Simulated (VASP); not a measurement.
# TaSi2 (P-3m1) in VASP: a series of runs

Runs on TaSi2. Level: PBE. Tasks: single point, relaxation of cell and atoms.

Everything below comes from runs of VASP 6.6.1. Logs are shortened: lines on timing, memory, paths and dates and some standing lists are left out, and cuts for length are marked.

## 1. The cell of the first run

The structure is trigonal, space group P-3m1 (No. 164). The conventional cell has a = 2.952 Å, b = 2.952 Å, c = 6.152 Å, α = 90.00°, β = 90.00°, γ = 120.00°. Within 3.6 Å of Ta (site symmetry -3m) lie 6 Si at 2.71 Å and 6 Ta at 2.95 Å. Si (site symmetry 3m) has 9 Si at 2.58 to 2.95 Å and 3 Ta at 2.71 Å within 3.4 Å.

## 2. Single point, PBE

The input, INCAR:

```
PREC = Accurate
ENCUT = 520
EDIFF = 1E-7
ISMEAR = 0
SIGMA = 0.1
LREAL = False
LASPH = True
NELM = 80
ALGO = Normal
ISIF = 2
LWAVE = False
LCHARG = False
GGA = PE
NBANDS = 16
```

The input, KPOINTS:

```
Automatic mesh
0
Gamma
  6 6 4
```

The input, POSCAR:

```
TaSi2
1.0
    2.9516506259      0.0000000000      0.0000000000
   -1.4758253130      2.5562044251      0.0000000000
    0.0000000000      0.0000000000      6.1524921706
Ta Si
1 2
Direct
    0.0000000000      0.0000000000      0.0000000000
    0.3333333333      0.6666666667      0.3425559830
    0.6666666667      0.3333333333      0.6574440170
```

Potentials or basis: VASP PAW PBE potentials, release 64 (Ta_pv, Si).

Command:

```
> cat potpaw_PBE.64/Ta_pv/POTCAR potpaw_PBE.64/Si/POTCAR > POTCAR
> mpirun -np 1 vasp_std > vasp.out
```

OUTCAR:

```text
PREC = Accurate
   ENCUT = 520
   EDIFF = 1E-7
   ISMEAR = 0
   LREAL = False
   LASPH = True
   NELM = 80
   ISIF = 2
   GGA = PE

 ion  position               nearest neighbor table
   1  0.000  0.000  0.000-   2 2.71   3 2.71   3 2.71   2 2.71   3 2.71   2 2.71
   2  0.333  0.667  0.343-   3 2.58   3 2.58   3 2.58   1 2.71   1 2.71   1 2.71
   3  0.667  0.333  0.657-   2 2.58   2 2.58   2 2.58   1 2.71   1 2.71   1 2.71

  LATTYP: Found a hexagonal cell.
 ALAT       =     2.9516506259
 C/A-ratio  =     2.0844242596

  Lattice vectors:

 A1 = (   2.9516506259,   0.0000000000,   0.0000000000)
 A2 = (  -1.4758253130,   2.5562044251,   0.0000000000)
 A3 = (   0.0000000000,   0.0000000000,   6.1524921706)

Analysis of symmetry for initial positions (statically):
=====================================================================
 Subroutine PRICEL returns:
 Original cell was already a primitive cell.

 Routine SETGRP: Setting up the symmetry group for a
 hexagonal supercell.

 Subroutine GETGRP returns: Found 12 space group operations
 (whereof 12 operations were pure point group operations)
 out of a pool of 24 trial point group operations.

The static configuration has the point symmetry D_3d.

Analysis of symmetry for dynamics (positions and initial velocities):
=====================================================================
 Subroutine PRICEL returns:
 Original cell was already a primitive cell.

 Routine SETGRP: Setting up the symmetry group for a
 hexagonal supercell.

 Subroutine GETGRP returns: Found 12 space group operations
 (whereof 12 operations were pure point group operations)
 out of a pool of 24 trial point group operations.

The dynamic configuration has the point symmetry D_3d.

 Subroutine INISYM returns: Found 12 space group operations
 (whereof 12 operations are pure point group operations),
 and found     1 'primitive' translations

----------------------------------------------------------------------------------------

                                     Primitive cell

  volume of cell :      46.4207

  direct lattice vectors                    reciprocal lattice vectors
     2.951650626  0.000000000  0.000000000     0.338793484  0.195602509  0.000000000
    -1.475825313  2.556204425  0.000000000     0.000000000  0.391205019  0.000000000
     0.000000000  0.000000000  6.152492171     0.000000000  0.000000000  0.162535761

  length of vectors
     2.951650626  2.951650626  6.152492171     0.391205019  0.391205019  0.162535761

  position of ions in fractional coordinates (direct lattice)
     0.000000000  0.000000000  0.000000000
     0.333333333  0.666666667  0.342555983
     0.666666667  0.333333333  0.657444017

  ion indices of the primitive-cell ions
   primitive index   ion index
                 1           1
                 2           2
                 3           3

----------------------------------------------------------------------------------------

 KPOINTS: Automatic mesh

Automatic generation of k-mesh.
 Grid dimensions read from file:
 generate k-points for:    6    6    4

 Generating k-lattice:

  Cartesian coordinates                     Fractional coordinates (reciprocal lattice)
     0.056465581  0.032600418  0.000000000     0.166666667  0.000000000  0.000000000
     0.000000000  0.065200836  0.000000000     0.000000000  0.166666667  0.000000000
     0.000000000  0.000000000  0.040633940     0.000000000  0.000000000  0.250000000

  Length of vectors
     0.065200836  0.065200836  0.040633940

  Shift w.r.t. Gamma in fractional coordinates (k-lattice)
     0.000000000  0.000000000  0.000000000

 Subroutine IBZKPT returns following result:
 ===========================================

 Found     24 irreducible k-points:

 Following reciprocal coordinates:
            Coordinates               Weight
  0.000000  0.000000  0.000000      1.000000
  0.166667 -0.000000  0.000000      6.000000
  0.333333 -0.000000  0.000000      6.000000
  0.500000  0.000000  0.000000      3.000000
  0.166667  0.166667  0.000000      6.000000
  0.333333  0.166667  0.000000     12.000000
[... 16 lines left out ...]
  0.333333  0.166667  0.500000     12.000000
  0.333333  0.333333  0.500000      2.000000
   k-points           NKPTS =     24   k-points in BZ     NKDIM =     24   number of bands    NBANDS=     16
   number of dos      NEDOS =    301   number of ions     NIONS =      3
   total plane-waves  NPLWV =  27648
   dimension x,y,z NGX =    24 NGY =   24 NGZ =   48
   dimension x,y,z NGXF=    48 NGYF=   48 NGZF=   96
   ions per type =               1   2
   NGX,Y,Z   is equivalent  to a cutoff of  13.52, 13.52, 12.97 a.u.
   NGXF,Y,Z  is equivalent  to a cutoff of  27.04, 27.04, 25.94 a.u.
 SYSTEM =  unknown system
   PREC   = accura    normal or accurate (medium, high low for compatibility)
   ISTART =      0    job   : 0-new  1-cont  2-samecut
   ICHARG =      2    charge: 1-file 2-atom 10-const
[... 119 lines left out ...]
     15      14.7109      0.00000
     16      16.6726      0.00000

 k-point     6 :       0.3333    0.1667    0.0000
  band No.  band energies     occupation
      1     -26.1214      2.00000
      2     -25.8497      2.00000
      3     -25.6806      2.00000
      4      -0.3415      2.00000
      5       2.1611      2.00000
      6       3.3558      2.00000
[... 8 lines left out ...]
     15      14.5589      0.00000
     16      15.3929      0.00000

 k-point     7 :       0.3333    0.3333    0.0000
  band No.  band energies     occupation
      1     -25.9705      2.00000
      2     -25.9705      2.00000
      3     -25.8311      2.00000
      4       2.1439      2.00000
      5       2.1439      2.00000
      6       3.3467      2.00000
[... 8 lines left out ...]
     15      13.5312      0.00000
     16      13.5312      0.00000

 k-point     8 :       0.0000    0.0000    0.2500
  band No.  band energies     occupation
      1     -25.9975      2.00000
      2     -25.3565      2.00000
      3     -25.3565      2.00000
      4      -4.4147      2.00000
      5      -1.2147      2.00000
      6       2.6530      2.00000
[... 8 lines left out ...]
     15      16.6027      0.00000
     16      16.6027      0.00000

 k-point     9 :       0.1667   -0.0000    0.2500
  band No.  band energies     occupation
      1     -25.9609      2.00000
      2     -25.5855      2.00000
      3     -25.4087      2.00000
      4      -3.7986      2.00000
      5      -0.5933      2.00000
      6       3.3246      2.00000
[... 8 lines left out ...]
     15      14.5315      0.00000
     16      16.9319      0.00000
[... 172 lines left out ...]
 k-point    19 :       0.1667   -0.0000    0.5000
  band No.  band energies     occupation
      1     -25.9610      2.00000
      2     -25.5855      2.00000
      3     -25.4087      2.00000
      4      -3.5802      2.00000
      5      -1.2321      2.00000
      6       4.9109      2.00000
[... 8 lines left out ...]
     15      14.5944      0.00000
     16      16.3033      0.00000

 k-point    20 :       0.3333   -0.0000    0.5000
  band No.  band energies     occupation
      1     -26.0216      2.00000
      2     -25.8870      2.00000
      3     -25.5115      2.00000
      4      -1.9076      2.00000
      5       0.6845      2.00000
      6       4.2612      2.00000
[... 8 lines left out ...]
     15      13.3123      0.00000
     16      14.1920      0.00000

 k-point    21 :       0.5000    0.0000    0.5000
  band No.  band energies     occupation
      1     -26.2296      2.00000
      2     -25.8496      2.00000
      3     -25.5622      2.00000
      4       0.1365      2.00000
      5       1.7290      2.00000
      6       2.8719      2.00000
[... 8 lines left out ...]
     15      13.6827      0.00000
     16      13.8356      0.00000

 k-point    22 :       0.1667    0.1667    0.5000
  band No.  band energies     occupation
      1     -25.9057      2.00000
      2     -25.8732      2.00000
      3     -25.5307      2.00000
      4      -2.4540      2.00000
      5       0.1075      2.00000
      6       4.7578      2.00000
[... 8 lines left out ...]
     15      13.0727      0.00000
     16      14.2116      0.00000

 k-point    23 :       0.3333    0.1667    0.5000
  band No.  band energies     occupation
      1     -26.1213      2.00000
      2     -25.8498      2.00000
      3     -25.6806      2.00000
      4      -0.3191      2.00000
      5       2.2827      2.00000
      6       3.4353      2.00000
[... 8 lines left out ...]
     15      14.2155      0.00000
     16      15.5065      0.00000

 k-point    24 :       0.3333    0.3333    0.5000
  band No.  band energies     occupation
      1     -25.9705      2.00000
      2     -25.9705      2.00000
      3     -25.8311      2.00000
      4       1.8839      2.00000
      5       1.8839      2.00000
      6       4.1798      2.00000
[... 8 lines left out ...]
     15      14.7364      0.00000
     16      17.0052      0.00000

------------------------ aborting loop because EDIFF is reached ----------------------------------------

  FORCE on cell =-STRESS in cart. coord.  units (eV):
  Direction    XX          YY          ZZ          XY          YZ          ZX
  --------------------------------------------------------------------------------------
  -------------------------------------------------------------------------------------
  Total        0.0101078      0.0101078      0.0658492     -0.0000000      0.0000000     -0.0000000
  in kB        0.3488651      0.3488651      2.2727374     -0.0000000      0.0000000     -0.0000000
  external PRESSURE =       0.9901559 kB  Pullay stress =       0.0000000 kB

 VOLUME and BASIS-vectors are now :
 -----------------------------------------------------------------------------
  energy-cutoff  :      520.00
  volume of cell :       46.42
      direct lattice vectors                 reciprocal lattice vectors
     2.951650626  0.000000000  0.000000000     0.338793484  0.195602509  0.000000000
    -1.475825313  2.556204425  0.000000000     0.000000000  0.391205019  0.000000000
     0.000000000  0.000000000  6.152492171     0.000000000  0.000000000  0.162535761

 POSITION                                       TOTAL-FORCE (eV/Angst)
 -----------------------------------------------------------------------------------
      0.00000      0.00000      0.00000        -0.000000      0.000000      0.000000
     -0.00000      1.70414      2.10757        -0.000000      0.000000      0.010473
      1.47583      0.85207      4.04492         0.000000     -0.000000     -0.010473
 -----------------------------------------------------------------------------------
    total drift:                                0.000000      0.000000     -0.000000

  FREE ENERGIE OF THE ION-ELECTRON SYSTEM (eV)
  ---------------------------------------------------
  free  energy   TOTEN  =       -22.7469946130 eV

  energy  without entropy=      -22.7428224275  energy(sigma->0) =      -22.74490852
```

It took 9.2 s on 1 thread of Intel Xeon 6975P-C (Granite Rapids), shared host; peak memory 0.17 GiB.

What came out:

```yaml
Free_energy: -22.7470 eV
Pressure: 0.1 GPa
Largest_force: 0.010 eV/Å
```

Forces in eV/Å, atoms in the order of the input:
```
Ta   0.000  0.000  0.000
Si   0.000  0.000  0.010
Si   0.000  0.000 -0.010
```

Stress tensor (GPa, compression positive):
```
0.03 0.00 0.00
0.00 0.03 0.00
0.00 0.00 0.23
```

Caveat: the k points lie up to 0.41 Å⁻¹ apart; spin-orbit coupling is left out, which moves the levels of the heavy elements.

## 3. Single point, PBE

This run uses another cell than the first one: it holds 6 atoms, not 3.

The input, INCAR:

```
ALGO = Normal
EDIFF = 1E-6
ENCUT = 520
GGA = PE
ISIF = 2
ISMEAR = 0
LASPH = T
LCHARG = F
LREAL = F
LWAVE = F
NBANDS = 28
NELM = 60
PREC = Accurate
SIGMA = 0.2
```

The input, KPOINTS:

```
k-points
0
Gamma
  12 12 2
```

The input, POSCAR:

```
TaSi2
1.0
    2.9514285072      0.0000000000      0.0000000000
   -1.4757142536      2.5560120647      0.0000000000
    0.0000000000      0.0000000000     12.3359712729
Ta Si
2 4
Direct
    0.0000000000      0.0000000000      0.0000000000
    0.0000000000      0.0000000000      0.5000000000
    0.3333333333      0.6666666667      0.1702671930
    0.3333333333      0.6666666667      0.6702671930
    0.6666666667      0.3333333333      0.3297328070
    0.6666666667      0.3333333333      0.8297328070
```

Potentials or basis: VASP PAW PBE potentials, release 64 (Ta_pv, Si).

Command:

```
> cat potpaw_PBE.64/Ta_pv/POTCAR potpaw_PBE.64/Si/POTCAR > POTCAR
> mpirun -np 1 vasp_std > vasp.out
```

Run time: 57 s. Hardware: 1 thread of Intel Xeon 6975P-C (Granite Rapids), shared host; peak memory 0.26 GiB.

It converged, with:

| Quantity | Value |
| --- | --- |
| Free energy | -45.4294 eV |
| Pressure | 0.1 GPa |
| Largest force | 0.028 eV/Å |
| Band gap on the k mesh | zero (band 19 reaches 11.27 eV, above the bottom of band 20 at 7.07 eV) |

Forces in eV/Å, atoms in the order of the input:
```
Ta   0.000  0.000  0.000
Ta   0.000  0.000  0.000
Si   0.000  0.000 -0.028
Si   0.000  0.000 -0.028
Si   0.000  0.000  0.028
Si   0.000  0.000  0.028
```

Stress tensor (GPa, compression positive):
```
 0.15  0.00  0.00
 0.00  0.15  0.00
 0.00  0.00 -0.11
```

Levels at points of the mesh, in eV from the Fermi level:
```
           k point  band 16  band 17  band 18  band 19  band 20  band 21
(0.00, 0.00, 0.00)     0.31     0.32     0.32     2.73     2.73     2.81
(0.50, 0.00, 0.00)    -3.13    -2.39    -0.86     0.12     0.28     0.80
(0.00, 0.00, 0.50)     0.32     0.32     0.32     2.77     2.77     2.77
(0.50, 0.00, 0.50)    -2.59    -1.92    -1.92     0.48     0.48     1.17
```

Caveat: spin-orbit coupling is left out, which moves the levels of the heavy elements.

## 4. Single point, PBE

This run uses another cell than the first one, of 15.51 Å³/atom, 1.002 times its volume.

The input, INCAR:

```
PREC = Accurate
ENCUT = 520
EDIFF = 1E-6
ISMEAR = 0
SIGMA = 0.1
LREAL = False
LASPH = True
NELM = 80
ALGO = Normal
ISIF = 2
LWAVE = False
LCHARG = False
GGA = PE
NBANDS = 16
```

The input, KPOINTS:

```
Automatic mesh
0
Gamma
  18 18 8
```

The input, POSCAR:

```
TaSi2
1.0
    2.9514285072      0.0000000000      0.0000000000
   -1.4757142536      2.5560120647      0.0000000000
    0.0000000000      0.0000000000      6.1679856364
Ta Si
1 2
Direct
    0.0000000000      0.0000000000      0.0000000000
    0.3333333333      0.6666666667      0.3405343859
    0.6666666667      0.3333333333      0.6594656141
```

Command:

```
> cat potpaw_PBE.64/Ta_pv/POTCAR potpaw_PBE.64/Si/POTCAR > POTCAR
> mpirun -np 1 vasp_std > vasp.out
```

It took 61 s on 1 thread of Intel Xeon 6975P-C (Granite Rapids), shared host; peak memory 0.32 GiB.

It converged, with:

| Property | Result |
| --- | --- |
| Free energy | -22.7127 eV |
| Pressure | 0.1 GPa |
| Largest force | 0.013 eV/Å |

Forces on the atoms (eV/Å):
```
Ta   0.000  0.000  0.000
Si   0.000  0.000  0.013
Si   0.000  0.000 -0.013
```

Levels at points of the mesh, in eV from the Fermi level:
```
           k point  band 6  band 7  band 8  band 9  band 10  band 11  band 12  band 13
(0.00, 0.00, 0.00)   -7.33   -2.13    0.29    0.29     2.79     2.79     3.64     6.43
(0.50, 0.00, 0.00)   -6.07   -3.61   -3.16   -0.88     0.10     0.77     2.05     2.81
(0.00, 0.00, 0.50)   -4.40   -3.51    0.31    0.31     2.71     2.71     3.07     5.90
(0.50, 0.00, 0.50)   -5.68   -4.49   -3.15   -2.41     0.26     2.41     4.00     4.30
```

Caveat: spin-orbit coupling is left out, which moves the levels of the heavy elements.

## 5. Relaxation of cell and atoms, PBE

The input, INCAR:

```
SYSTEM = TaSi2
  PREC = Accurate
  ENCUT = 600
  EDIFF = 1E-7
  ISMEAR = 0
  SIGMA = 0.1
  LREAL = .False.
  LASPH = .True.
  NELM = 80
  ALGO = Normal
  ISIF = 3
  LWAVE = .False.
  LCHARG = .False.
  GGA = PE
  IBRION = 2
  NSW = 100
  EDIFFG = -0.01
```

The input, KPOINTS:

```
Automatic mesh
0
Gamma
  18 18 8
  0 0 0
```

The input, POSCAR:

```
TaSi2
1.0
    2.9516506259      0.0000000000      0.0000000000
   -1.4758253130      2.5562044251      0.0000000000
    0.0000000000      0.0000000000      6.1524921706
Ta Si
1 2
Direct
    0.0000000000      0.0000000000      0.0000000000
    0.3333333333      0.6666666667      0.3425559830
    0.6666666667      0.3333333333      0.6574440170
```

Command:

```
> cat potpaw_PBE.64/Ta_pv/POTCAR potpaw_PBE.64/Si/POTCAR > POTCAR
> mpirun -np 1 vasp_std > vasp.out
```

Run time: 2.8 min. Hardware: 1 thread of Intel Xeon 6975P-C (Granite Rapids), shared host; peak memory 0.35 GiB.

It converged, with:

- Free energy: -22.7132 eV
- Relaxed volume: 15.52 Å³/atom
- Relaxed cell: a = 2.952 Å, b = 2.952 Å, c = 6.168 Å, α = 90.00°, β = 90.00°, γ = 120.00°
- Space group after relaxing (to 0.05 Å): P-3m1 (No. 164)
- Energy gained by relaxing: 0.7 meV/atom
- Ionic steps: 5
- Pressure after relaxing: 0.0 GPa

The path:
| step | energy change (eV) | largest force (eV/Å) | pressure (GPa) | volume (Å³) |
| --- | --- | --- | --- | --- |
| 1 | 0.0000 | 0.1591 | 0.28 | 46.42 |
| 2 | -0.0018 | 0.0607 | -0.27 | 46.60 |
| 3 | -0.0018 | 0.0348 | -0.41 | 46.65 |
| 4 | -0.0018 | 0.0417 | 0.48 | 46.43 |
| 5 | -0.0020 | 0.0008 | 0.01 | 46.55 |

Final structure:
```
CELL_PARAMETERS angstrom
2.95197 0.00000 0.00000
-1.47598 2.55648 0.00000
0.00000 0.00000 6.16786
ATOMIC_POSITIONS crystal
Ta 0.00000 0.00000 0.00000
Si 0.33333 0.66667 0.34066
Si 0.66667 0.33333 0.65934
```

Levels at points of the mesh, in eV from the Fermi level:
| k point | band 7 | band 8 | band 9 | band 10 | band 11 | band 12 |
| --- | --- | --- | --- | --- | --- | --- |
| (0.00, 0.00, 0.00) | -2.13 | 0.29 | 0.29 | 2.78 | 2.78 | 3.64 |
| (0.50, 0.00, 0.00) | -3.61 | -3.16 | -0.88 | 0.10 | 0.78 | 2.04 |
| (0.00, 0.00, 0.50) | -3.50 | 0.31 | 0.31 | 2.71 | 2.71 | 3.08 |
| (0.50, 0.00, 0.50) | -4.49 | -3.15 | -2.41 | 0.26 | 2.42 | 3.99 |

Caveat: spin-orbit coupling is left out, which moves the levels of the heavy elements.

## 6. The runs side by side

```tsv
task	cell	k mesh	cutoff (eV)	smearing	gap on the mesh (eV)	pressure (GPa)	largest force (eV/Å)
single point	a = 2.952, b = 2.952, c = 6.152 Å, angles 90.0, 90.0, 120.0°, 3 atoms	6 × 6 × 4	520	gaussian 0.1 eV	none	0.1	0.01
single point	a = 2.951, b = 2.951, c = 12.336 Å, angles 90.0, 90.0, 120.0°, 6 atoms	12 × 12 × 2	520	gaussian 0.2 eV	none	0.1	0.03
single point	a = 2.951, b = 2.951, c = 6.168 Å, angles 90.0, 90.0, 120.0°, 3 atoms	18 × 18 × 8	520	gaussian 0.1 eV	none	0.1	0.01
relaxation of cell and atoms	relaxed from a = 2.952, b = 2.952, c = 6.152 Å, angles 90.0, 90.0, 120.0°, 3 atoms	18 × 18 × 8	600	gaussian 0.1 eV	none	0.0	-
```

Alike in all rows: level PBE; potentials or basis VASP PAW PBE potentials, release 64 (Ta_pv, Si); no spin polarisation.

Caveats: some runs use coarse meshes; spin-orbit coupling is left out, which moves the levels of the heavy elements.

Absolute energies hang on the potentials; compare differences alone.
